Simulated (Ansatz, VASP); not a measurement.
## One calculation of ZrB2, two programs

```
Zr B
1.0
     4.65394    0.72537    0.30853
     0.78480    4.60043    0.37310
     0.36132    0.31870    4.77168
Zr B
3 6
Direct
  0.81884 0.64543 0.82676
  0.19974 0.00777 0.63246
  0.43793 0.28310 0.02107
  0.30529 0.48924 0.46920
  0.69464 0.83228 0.31403
  0.96939 0.11752 0.16908
  0.33238 0.80164 0.18433
  0.66829 0.17336 0.48444
  0.94301 0.45857 0.33951
```

Alike in both runs: functional PBE; k mesh 3 × 3 × 3; occupations gaussian, width 0.1 eV; no spin polarisation.

Ansatz relaxed the structure, and its values are those at the end. VASP's run is a single point on that final structure, the one shown.

|  | VASP | Ansatz |
| --- | --- | --- |
| version | VASP 6.6.1 | Ansatz 0.2.0 |
| potentials or method | VASP PAW PBE potentials, release 64 (Zr_sv, B), cutoff 520 eV | scalar-relativistic, plane waves, PAW |
| valence electrons in the cell | 54 | 54 |

|  | VASP | Ansatz | Ansatz less VASP |
| --- | --- | --- | --- |
| gap on the k mesh at the Fermi level (eV) | none | none | - |
| rms of the force components (eV/Å) | 0.010 | 0.009 | -0.0010 |

A gap of «none» marks a metal or a gap that the smearing closes. With one functional, cell and mesh, what is left measures potentials, basis and numerics.

The k mesh is coarse, so the values compare programs but aren't converged.
